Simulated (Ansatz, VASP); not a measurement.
BiTe: VASP beside Ansatz

```
Bi Te
1.0
     2.48328    1.43372    3.48316
    -2.48328    1.43372    3.48316
     0.00000   -2.86744    3.48316
Bi Te
1 1
Direct
  0.50000 0.50000 0.50000
  0.00000 0.00000 0.00000
```

Change from the starting cell: strain +0.025 along x and y, +0.050 along z, atoms carried along.

Alike in both runs: task single point; functional r2SCAN; k mesh 12 × 12 × 12; occupations gaussian, width 0.15 eV; no spin polarisation.

|  | VASP | Ansatz |
| --- | --- | --- |
| version | VASP 6.6.1 | Ansatz 0.2.0 |
| potentials or method | VASP PAW PBE potentials, release 64 (Bi_d, Te), cutoff 520 eV | scalar-relativistic, plane waves, PAW |
| valence electrons in the cell | 21 | 31 |

|  | VASP | Ansatz | Ansatz less VASP |
| --- | --- | --- | --- |
| gap on the k mesh at the Fermi level (eV) | none | none | - |
| pressure (GPa) | -4.4 | -4.4 | +0.03 |
| traceless stress, the component that is largest in VASP (GPa) | 0.62 | 0.62 | -0.004 |

VASP's potentials were made for PBE, not for r2SCAN. A gap of «none» marks a metal or a gap that the smearing closes. VASP's potentials hold 21 valence electrons a cell and Ansatz's 31, so a difference there can come from the potentials and not from the codes.

Neither program's run includes spin-orbit coupling.
